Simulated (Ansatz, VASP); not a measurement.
# Pt: VASP beside Ansatz

File INCAR:

```
ALGO     = Normal         # electronic algorithm
EDIFF    = 1E-7           # SCF threshold, eV
ENCUT    = 520            # plane-wave cutoff, eV
GGA      = PE             # functional
ISIF     = 2              # what is computed and relaxed
ISMEAR   = -1             # smearing method
LASPH    = T              # aspherical terms in the spheres
LCHARG   = T              # write CHGCAR
LELF     = T              # ELF
LREAL    = F              # projectors in reciprocal space
LVHAR    = T            
LWAVE    = F              # write WAVECAR
NBANDS   = 11             # bands
NELM     = 80             # most SCF steps
PREC     = Accurate       # precision mode
SIGMA    = 0.05           # smearing width, eV
```

File KPOINTS:

```
k-points
0
Gamma
  18 18 18
```

POSCAR

```
Pt
1.0
    0.0000000000      1.8504618139      1.8504618139
    1.8504618139      0.0000000000      1.8504618139
    1.8504618139      1.8504618139      0.0000000000
Pt
1
Direct
    0.0000000000      0.0000000000      0.0000000000
```

Input for Ansatz:

```yaml
crystal:
  lattice:
    - [0.0, 1.8504618139, 1.8504618139]
    - [1.8504618139, 0.0, 1.8504618139]
    - [1.8504618139, 1.8504618139, 0.0]
  atoms:
    - { symbol: Pt, position: [0.0, 0.0, 0.0] }
kpoints:
  mp_grid: { grid: [18, 18, 18] }
scf:
  occupations: { method: fermi_dirac, width: 0.05 }
hamiltonian:
  xc: pbe
  pseudopotentials: { kind: paw }
output:
  forces: true
  stress: true
  eigenvalues: true
```

Change from the starting cell: volume scaled by 0.81, to set the pressure.

Alike in both runs: task single point; functional PBE; k mesh 18 × 18 × 18; occupations fermi-dirac, width 0.05 eV; no spin polarisation.

```csv
,VASP,Ansatz
version,VASP 6.6.1,Ansatz 0.2.0
potentials or method,"VASP PAW PBE potentials, release 64 (Pt)","PAW with Ansatz's default frozen-core files, scalar-relativistic"
plane-wave cutoff (eV),520,420
valence electrons in the cell,10,18
```

|  | VASP | Ansatz | Ansatz less VASP |
| --- | --- | --- | --- |
| pressure (GPa) | 91.4 | 91.9 | +0.50 |

Both programs put the cell under a high pressure, so it lies far from rest at this level. VASP's potentials hold 10 valence electrons a cell and Ansatz's 18, so a difference there can come from the potentials and not from the codes.

Neither program's run includes spin-orbit coupling. Noted on VASP's run: the cell as given lies far from equilibrium.
